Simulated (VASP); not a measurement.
Crystal: TaN.

```
CELL_PARAMETERS angstrom
2.48000 0.00000 0.00000
0.00000 2.48000 0.00000
0.00000 0.00000 3.34800
ATOMIC_POSITIONS crystal
Ta 0.00000 0.00000 0.00000
N 0.50000 0.50000 0.50000
```

| Item | Value |
| --- | --- |
| Program | VASP 6.6.1 |
| Task | relaxation of cell and atoms |
| Functional | PBE |
| Potentials or basis | VASP PAW PBE potentials, release 64 (Ta_pv, N) |
| Cutoff | 600 eV |
| k mesh | 8 × 8 × 6 |
| Occupations | fermi-dirac, width 0.1 eV |
| Spin | no spin polarisation |

At the start: pressure 31.5 GPa; volume 10.30 Å³/atom.

**Question.** Where does the relaxation end?

**Answer.** Over 13 steps the energy falls by 1301.2 meV/atom and the volume is 10.44 Å³/atom (+1.4 %); space group Pm-3m (No. 221, to 0.05 Å).

The path:
```tsv
step	energy change (eV)	largest force (eV/Å)	pressure (GPa)	volume (Å³)
1	0.0000	0.0000	31.54	20.59
2	-0.8679	0.0000	-28.62	25.25
3	-2.2979	0.0000	-29.45	23.63
4	-2.2903	0.0000	-27.76	23.47
5	-1.3020	0.0000	61.13	18.45
6	-2.5584	0.0000	-12.39	21.81
7	-2.5635	0.0000	-10.18	21.63
8	-2.5639	0.0000	-9.24	21.55
9	-2.5339	0.0000	15.11	20.01
10	-2.6023	0.0000	0.06	20.88
11	-2.6023	0.0000	0.23	20.86
12	-2.6023	0.0000	-0.14	20.89
13	-2.6023	0.0000	0.03	20.88
```

Final structure:
```xyz
2
Lattice="2.7571 0.0000 0.0000 0.0000 2.7571 0.0000 0.0000 0.0000 2.7464" Properties=species:S:1:pos:R:3 pbc="T T T"
Ta    0.0000    0.0000    0.0000
N     1.3785    1.3785    1.3732
```
